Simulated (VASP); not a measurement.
# YS4 (P2) in VASP: single point with PBE

Aim: the single point of YS4 with PBE.

All numbers are computed with VASP 6.6.1; they aren't measurements. Logs are shortened: lines on timing, memory, paths and dates and some standing lists are left out, and cuts for length are marked.

## Step 1: The cell of the first run

Symmetry: P2, No. 3, monoclinic system. Conventional cell: a = 5.877 Å, b = 3.393 Å, c = 6.064 Å, α = 90.00°, β = 108.85°, γ = 90.00°. Y (site symmetry 2) has 8 S at 3.05 to 3.68 Å and 2 Y at 3.39 Å within 4.0 Å. S (site symmetry 1) has 3 S at 1.96 Å within 2.6 Å. Within 2.6 Å of S (site symmetry 1) lie 3 S at 1.96 Å.

## Step 2: Single point, PBE

INCAR reads:

```
SYSTEM = YS4
  ALGO = Normal
  EDIFF = 1E-6
  ENCUT = 520
  GGA = PE
  ISIF = 2
  ISMEAR = 0
  LASPH = .True.
  LCHARG = .True.
  LELF = .True.
  LREAL = .False.
  LVHAR = .True.
  LWAVE = .False.
  NBANDS = 26
  NELM = 60
  PREC = Accurate
  SIGMA = 0.1
```

KPOINTS reads:

```
k-points
0
Gamma
  4 6 4
  0 0 0
```

POSCAR reads:

```
YS4
1.0
    5.8772478900      0.0000000000      0.0000000000
    0.0000000000      3.3932311200      0.0000000000
   -1.9590826300      0.0000000000      5.7390252300
Y S
1 4
Direct
    0.5000000000      0.8333333300      0.0000000000
    0.8354819800      0.0000000000      0.5064459300
    0.3354819800      0.5000000000      0.5064459300
    0.6645180200      0.5000000000      0.4935540700
    0.1645180200      0.0000000000      0.4935540700
```

Potentials or basis: VASP PAW PBE potentials, release 64 (Y_sv, S).

Run with:

```bash
> cat potpaw_PBE.64/Y_sv/POTCAR potpaw_PBE.64/S/POTCAR > POTCAR
> mpirun -np 1 vasp_std > vasp.out
```

OUTCAR:

```text
SYSTEM = YS4
   EDIFF = 1E-6
   ENCUT = 520
   GGA = PE
   ISIF = 2
   ISMEAR = 0
   LASPH = .True.
   LREAL = .False.
   NELM = 60
   PREC = Accurate

 ion  position               nearest neighbor table
   1  0.500  0.833  0.000-   3 3.05   4 3.05   2 3.12   5 3.12
   2  0.835  0.000  0.506-   5 1.96   4 1.96   4 1.96   1 3.12
   3  0.335  0.500  0.506-   4 1.96   5 1.96   5 1.96   1 3.05
   4  0.665  0.500  0.494-   3 1.96   2 1.96   2 1.96   1 3.05
   5  0.165  0.000  0.494-   2 1.96   3 1.96   3 1.96   1 3.12

  LATTYP: Found a simple monoclinic cell.
 ALAT       =     5.8772478900
 B/A-ratio  =     0.5773503489
 C/A-ratio  =     1.0318079736
 COS(beta)  =    -0.3230575280

  Lattice vectors:

 A1 = (   5.8772478900,   0.0000000000,   0.0000000000)
 A2 = (   0.0000000000,   3.3932311200,   0.0000000000)
 A3 = (  -1.9590826300,   0.0000000000,   5.7390252300)

Analysis of symmetry for initial positions (statically):
=====================================================================
 Subroutine PRICEL returns:
 Original cell was already a primitive cell.

 Routine SETGRP: Setting up the symmetry group for a
 simple monoclinic supercell.

 Subroutine GETGRP returns: Found  2 space group operations
 (whereof  2 operations were pure point group operations)
 out of a pool of  4 trial point group operations.

The static configuration has the point symmetry C_2 .

Analysis of symmetry for dynamics (positions and initial velocities):
=====================================================================
 Subroutine PRICEL returns:
 Original cell was already a primitive cell.

 Routine SETGRP: Setting up the symmetry group for a
 simple monoclinic supercell.

 Subroutine GETGRP returns: Found  2 space group operations
 (whereof  2 operations were pure point group operations)
 out of a pool of  4 trial point group operations.

The dynamic configuration has the point symmetry C_2 .

 Subroutine INISYM returns: Found  2 space group operations
 (whereof  2 operations are pure point group operations),
 and found     1 'primitive' translations

----------------------------------------------------------------------------------------

                                     Primitive cell

  volume of cell :     114.4526

  direct lattice vectors                    reciprocal lattice vectors
     5.877247890  0.000000000  0.000000000     0.170147664  0.000000000  0.058081873
     0.000000000  3.393231120  0.000000000     0.000000000  0.294704358  0.000000000
    -1.959082630  0.000000000  5.739025230     0.000000000  0.000000000  0.174245618

  length of vectors
     5.877247890  3.393231120  6.064191236     0.179788018  0.294704358  0.174245618

  position of ions in fractional coordinates (direct lattice)
     0.500000000  0.833333330  0.000000000
     0.835481980  0.000000000  0.506445930
     0.335481980  0.500000000  0.506445930
     0.664518020  0.500000000  0.493554070
     0.164518020  0.000000000  0.493554070

  ion indices of the primitive-cell ions
   primitive index   ion index
                 1           1
                 2           2
                 3           3
                 4           4
                 5           5

----------------------------------------------------------------------------------------

 KPOINTS: k-points

Automatic generation of k-mesh.
 Grid dimensions read from file:
 generate k-points for:    4    6    4

 Generating k-lattice:

  Cartesian coordinates                     Fractional coordinates (reciprocal lattice)
     0.042536916  0.000000000  0.014520468     0.250000000  0.000000000 -0.000000000
     0.000000000  0.049117393  0.000000000     0.000000000  0.166666667  0.000000000
     0.000000000  0.000000000  0.043561405     0.000000000  0.000000000  0.250000000

  Length of vectors
     0.044947005  0.049117393  0.043561405

  Shift w.r.t. Gamma in fractional coordinates (k-lattice)
     0.000000000  0.000000000  0.000000000

 Subroutine IBZKPT returns following result:
 ===========================================

 Found     40 irreducible k-points:

 Following reciprocal coordinates:
            Coordinates               Weight
  0.000000  0.000000  0.000000      1.000000
  0.250000  0.000000  0.000000      2.000000
  0.500000  0.000000  0.000000      1.000000
  0.000000  0.166667  0.000000      2.000000
  0.250000  0.166667  0.000000      4.000000
  0.500000  0.166667  0.000000      2.000000
[... 16 lines left out ...]
  0.500000  0.333333  0.250000      4.000000
 -0.250000  0.333333  0.250000      4.000000
 [... further k-points ...]
   k-points           NKPTS =     40   k-points in BZ     NKDIM =     40   number of bands    NBANDS=     26
   number of dos      NEDOS =    301   number of ions     NIONS =      5
   total plane-waves  NPLWV =  64512
   dimension x,y,z NGX =    48 NGY =   28 NGZ =   48
   dimension x,y,z NGXF=    96 NGYF=   56 NGZF=   96
   ions per type =               1   4
   NGX,Y,Z   is equivalent  to a cutoff of  13.58, 13.72, 13.16 a.u.
   NGXF,Y,Z  is equivalent  to a cutoff of  27.15, 27.44, 26.32 a.u.
 SYSTEM =  YS4
   PREC   = accura    normal or accurate (medium, high low for compatibility)
   ISTART =      0    job   : 0-new  1-cont  2-samecut
   ICHARG =      2    charge: 1-file 2-atom 10-const
   ISPIN  =      1    spin polarized calculation?
   LNONCOLLINEAR =      F non collinear calculations
   LSORBIT =      F    spin-orbit coupling
   LASPH  =      T    aspherical Exc in radial PAW
   ENCUT  =  520.0 eV  38.22 Ry    6.18 a.u.  10.93  6.31 11.28*2*pi/ulx,y,z
   NELM   =     60;   NELMIN=  2; NELMDL= -5     # of ELM steps
   EDIFF  = 0.1E-05   stopping-criterion for ELM
   LREAL  =      F    real-space projection
[... 7 lines left out ...]
   TEBEG  =    0.0;   TEEND  =   0.0 temperature during run
   PSTRESS=    0.0 pullay stress
   NELECT =      35.0000    total number of electrons
   NUPDOWN=      -1.0000    fix difference up-down
   EMIN   =  10.00;   EMAX   =-10.00  energy-range for DOS
   EFERMI =   0.00;   METHOD = LEGACY
   ISMEAR =     0;   SIGMA  =   0.10  broadening in eV -4-tet -1-fermi 0-gaus
   EFERMI_NEDOS =   21; number of points for ismear=-14 and -15
   IALGO  =     38    algorithm
   IMIX   =      4    mixing-type and parameters
     AMIX     =   0.40;   BMIX     =  1.00
     AMIX_MAG =   1.60;   BMIX_MAG =  1.00
  volume/ion in A,a.u.               =      22.89       154.47
  Fermi-wavevector in a.u.,A,eV,Ry     =   1.102950  2.084272 16.551456  1.216498
  Thomas-Fermi vector in A             =   2.239400
   LORBIT       =      0    0 simple, 1 ext, 2 COOP (PROOUT), +10 PAW based schemes
   GGA     = PE    functional components
   LHFCALC =     F    Hartree Fock is set to
   AEXX    =    0.0000 exact exchange contribution
   IVDW    =     0    specifies the selected vdW correction
   LEPSILON=     F    determine dielectric tensor
   LRPA    =     F    only Hartree local field effects (RPA)
 non-spin polarized calculation
 Gauss-broadening in eV      SIGMA  =   0.10
  energy-cutoff  :      520.00
  volume of cell :      114.45
 maximum number of plane-waves:      3124
 NGX is ok and might be reduce to    48
   NGX = 21   NGY = 13   NGZ = 23

 number of electron      35.0000002 magnetization

 Free energy of the ion-electron system (eV)
  ---------------------------------------------------
  ext. energy  EPLUGINS =         0.00000000
  ---------------------------------------------------
  free energy    TOTEN  =       -14.78167492 eV

  energy without entropy =      -14.76596476  energy(sigma->0) =      -14.77381984

 E-fermi :   5.6170     XC(G=0):  -9.0481

 val. band max:        5.6158808299   @ k =   0.0000   0.3333   0.2500
 cond. band min:       5.6298751119   @ k =   0.0000   0.5000   0.2500
 fundamental gap:      0.0139942820
 Fermi energy:         5.6170322805

 k-point     1 :       0.0000    0.0000    0.0000
  band No.  band energies     occupation
      1     -38.4749      2.00000
      2     -18.5336      2.00000
      3     -18.5212      2.00000
      4     -18.0185      2.00000
      5     -14.9894      2.00000
      6     -12.3880      2.00000
[... 18 lines left out ...]
     25       8.8331      0.00000
     26      10.8686      0.00000

 k-point     2 :       0.2500    0.0000    0.0000
  band No.  band energies     occupation
      1     -38.4749      2.00000
      2     -18.5343      2.00000
      3     -18.5227      2.00000
      4     -18.0185      2.00000
      5     -14.7669      2.00000
      6     -13.1324      2.00000
[... 18 lines left out ...]
     25       8.5331      0.00000
     26       9.0998      0.00000

 k-point     3 :       0.5000    0.0000    0.0000
  band No.  band energies     occupation
      1     -38.4749      2.00000
      2     -18.5352      2.00000
      3     -18.5240      2.00000
      4     -18.0185      2.00000
      5     -14.1693      2.00000
      6     -14.0643      2.00000
[... 18 lines left out ...]
     25       7.8419      0.00000
     26       8.5285      0.00000

 k-point     4 :       0.0000    0.1667    0.0000
  band No.  band energies     occupation
      1     -38.4651      2.00000
      2     -18.5196      2.00000
      3     -18.5079      2.00000
      4     -18.1386      2.00000
      5     -14.6994      2.00000
      6     -12.0685      2.00000
[... 18 lines left out ...]
     25       8.9405      0.00000
     26       9.5820      0.00000
[... 496 lines left out ...]
      1     -38.4454      2.00000
      2     -18.4954      2.00000
      3     -18.4830      2.00000
      4     -18.3697      2.00000
      5     -13.6372      2.00000
      6     -12.2130      2.00000
[... 18 lines left out ...]
     25       8.5902      0.00000
     26       9.2347      0.00000

 k-point    23 :       0.5000    0.3333    0.2500
  band No.  band energies     occupation
      1     -38.4454      2.00000
      2     -18.4951      2.00000
      3     -18.4823      2.00000
      4     -18.3698      2.00000
      5     -13.1186      2.00000
      6     -13.0458      2.00000
[... 18 lines left out ...]
     25       9.4754      0.00000
     26      10.2944      0.00000

 k-point    24 :      -0.2500    0.3333    0.2500
  band No.  band energies     occupation
      1     -38.4454      2.00000
      2     -18.4949      2.00000
      3     -18.4812      2.00000
      4     -18.3699      2.00000
      5     -13.6567      2.00000
      6     -12.2014      2.00000
[... 18 lines left out ...]
     25       8.6330      0.00000
     26       9.1862      0.00000

 [... further k-points ...]

------------------------ aborting loop because EDIFF is reached ----------------------------------------

  FORCE on cell =-STRESS in cart. coord.  units (eV):
  Direction    XX          YY          ZZ          XY          YZ          ZX
  --------------------------------------------------------------------------------------
  -------------------------------------------------------------------------------------
  Total       31.2758107     33.0172963     -7.0426092      0.0000000      0.0000000     -0.6931581
  in kB      437.8179604    462.1963431    -98.5867581      0.0000000      0.0000000     -9.7032517
  external PRESSURE =     267.1425151 kB  Pullay stress =       0.0000000 kB

 VOLUME and BASIS-vectors are now :
 -----------------------------------------------------------------------------
  energy-cutoff  :      520.00
  volume of cell :      114.45
      direct lattice vectors                 reciprocal lattice vectors
     5.877247890  0.000000000  0.000000000     0.170147664  0.000000000  0.058081873
     0.000000000  3.393231120  0.000000000     0.000000000  0.294704358  0.000000000
    -1.959082630  0.000000000  5.739025230     0.000000000  0.000000000  0.174245618

 POSITION                                       TOTAL-FORCE (eV/Angst)
 -----------------------------------------------------------------------------------
      2.93862      2.82769      0.00000         0.000000     -0.024663      0.000000
      3.91817      0.00000      2.90651        -0.376765      0.070015     -0.062949
      0.97954      1.69662      2.90651        -0.539196     -0.057684      1.344012
      2.93862      1.69662      2.83252         0.539196     -0.057684     -1.344012
     -0.00000      0.00000      2.83252         0.376765      0.070015      0.062949
 -----------------------------------------------------------------------------------
    total drift:                                0.000000      0.000024     -0.000000

  FREE ENERGIE OF THE ION-ELECTRON SYSTEM (eV)
  ---------------------------------------------------
  free  energy   TOTEN  =       -14.7816749181 eV

  energy  without entropy=      -14.7659647558  energy(sigma->0) =      -14.77381984
```

Run time: 2.2 min. Hardware: 1 thread of AMD EPYC 7R43 (Zen 3), shared host; peak memory 0.26 GiB.

Results:

```yaml
Free_energy: -14.7817 eV
Pressure: 26.7 GPa
Largest_force: 1.449 eV/Å
```

Forces in eV/Å, atoms in the order of the input:
```
Y    0.000 -0.025  0.000
S   -0.377  0.070 -0.063
S   -0.539 -0.058  1.344
S    0.539 -0.058 -1.344
S    0.377  0.070  0.063
```

Caveat: forces of over 1 eV/Å act on the atoms, so gaps and moduli don't describe the material at rest.
